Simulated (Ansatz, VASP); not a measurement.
## Ir in VASP and in Ansatz

```
Ir
1.0
     0.00000    1.91970    2.02048
     1.91970    0.00000    2.02048
     1.91970    1.91970    0.00000
Ir
1
Cartesian
  0.0000 0.0000 0.0000
```

Change from the starting cell: strain +0.0525 x Voigt [0, 0, 1, 0, 0, 0], atoms carried along.

Alike in both runs: task single point; functional LDA; k mesh 8 × 8 × 8; occupations gaussian, width 0.15 eV; no spin polarisation.

|  | VASP | Ansatz |
| --- | --- | --- |
| version | VASP 6.6.1 | Ansatz 0.2.0 |
| potentials or method | VASP PAW LDA potentials, release 64 (Ir_sv_GW), cutoff 560 eV | scalar-relativistic, plane waves, PAW |
| valence electrons in the cell | 17 | 17 |

|  | VASP | Ansatz | Ansatz less VASP |
| --- | --- | --- | --- |
| gap on the k mesh at the Fermi level (eV) | none | none | - |
| pressure (GPa) | -23.3 | -22.8 | +0.50 |
| traceless stress, the component that is largest in VASP (GPa) | -10.33 | -10.37 | -0.046 |

LDA's correlation is that of Perdew and Zunger in VASP and of Perdew and Wang (1992) in Ansatz. A gap of «none» marks a metal or a gap that the smearing closes.

Spin-orbit coupling is off throughout.
